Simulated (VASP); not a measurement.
Input of a VASP 6.6.1 run:

Contents of INCAR:

```
SYSTEM = Al3GaN4
  ALGO = Normal
  EDIFF = 1E-6
  ENCUT = 520
  GGA = PS
  ISIF = 2
  ISMEAR = 0
  LASPH = .TRUE.
  LCHARG = .TRUE.
  LELF = .TRUE.
  LREAL = Auto
  LVHAR = .TRUE.
  LWAVE = .FALSE.
  NBANDS = 56
  NELM = 60
  PREC = Accurate
  SIGMA = 0.05
```

The input KPOINTS:

```
k-points
0
G
  5 5 3
  0 0 0
```

Contents of POSCAR:

```
Al3GaN4
1.0
    0.0000000000     -4.4069948432      0.0000000000
    0.0000000000      0.0000000000     -4.4069948432
    8.8139896863     -0.3671026704      0.3671026704
Al Ga N
6 2 8
Direct
    0.4949020400      1.0050979600      0.0612000000
    0.4532520400      1.0467479600      0.5612000000
   -0.0050979600      0.5050979600      0.0612000000
   -0.0467479600      0.5467479600      0.5612000000
    0.4740770400      0.5259229600      0.3112000000
    0.4324270400      0.5675729600      0.8112000000
   -0.0259229600      1.0259229600      0.3112000000
   -0.0675729600      1.0675729600      0.8112000000
    0.2400022460      0.7599977540      0.1835538588
    0.1983522460      0.8016477540      0.6835538588
    0.7294176812      0.2705823188      0.1835538588
    0.6877676812      0.3122323188      0.6835538588
    0.1770863988      0.3334981660      0.9388461412
    0.2187363988      0.2918481660      0.4388461412
    0.6665018340      0.8229136012      0.9388461412
    0.7081518340      0.7812636012      0.4388461412
```

Potentials or basis: VASP PAW PBE potentials, release 64 (Al, Ga_d, N).

Command:

```bash
$ cat potpaw_PBE.64/Al/POTCAR potpaw_PBE.64/Ga_d/POTCAR potpaw_PBE.64/N/POTCAR > POTCAR
$ mpirun -np 1 vasp_std > vasp.out
```

Task: Predict the pressure.

Result: 11.5 GPa.

Task: What does it give for the largest force?

Result: 14.078 eV/Å.

Stress tensor (GPa, compression positive):
```
 20.08  17.04 -17.04
 17.04   7.20  -8.10
-17.04  -8.10   7.20
```

Caveat: the PAW data sets were made with another functional, which shifts forces and pressure a little.
